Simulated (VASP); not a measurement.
Write the native input for VASP 6.6.1 that does the following.

```yaml
Task: single point
Functional: PBE
Potentials_or_basis: VASP PAW PBE potentials, release 64 (Sb)
Cutoff: 520 eV
k_mesh: 39 × 39 × 39
Occupations: fermi-dirac, width 0.0612256 eV
Spin: no spin polarisation
Dipole_correction: no
Further_INCAR_settings: ALGO = Normal; EDIFF = 1e-06; NBANDS = 8
```

The structure of Sb lies in POSCAR:

```
Sb
1.0
    0.0000000000      2.3466149846      2.3466149846
    2.3466149846      0.0000000000      2.3466149846
    2.3466149846      2.3466149846      0.0000000000
Sb
1
Direct
    0.0000000000      0.0000000000      0.0000000000
```

This isn't the form of Sb at room conditions, which is rhombohedral.

The input as run:

INCAR

```
PREC = Accurate
ENCUT = 520
EDIFF = 1E-6
ISMEAR = -1
SIGMA = 0.06122561905347299
LREAL = False
LASPH = True
NELM = 100
ALGO = Normal
ISIF = 2
LWAVE = False
LCHARG = True
GGA = PE
LELF = True
LVHAR = True
NBANDS = 8
```

KPOINTS

```
Automatic mesh
0
Gamma
  39 39 39
```

Potentials or basis: VASP PAW PBE potentials, release 64 (Sb).

Command:

```console
$ cat potpaw_PBE.64/Sb/POTCAR > POTCAR
$ mpirun -np 1 vasp_std > vasp.out
```

It gave:

* Pressure: 4.0 GPa
* Band gap on the k mesh: zero (an odd number of electrons rules out a gap without spin polarisation)

Caveat: the cell stands under pressure; spin-orbit coupling is left out, which moves the levels of the heavy elements; an odd number of electrons without spin polarisation forces a metal; a magnetic or distorted state may lie lower.

Wall time 100 s on 1 thread of Intel(R) Xeon(R) 6975P-C (Granite Rapids) (shared host), peak memory 0.43 GiB.
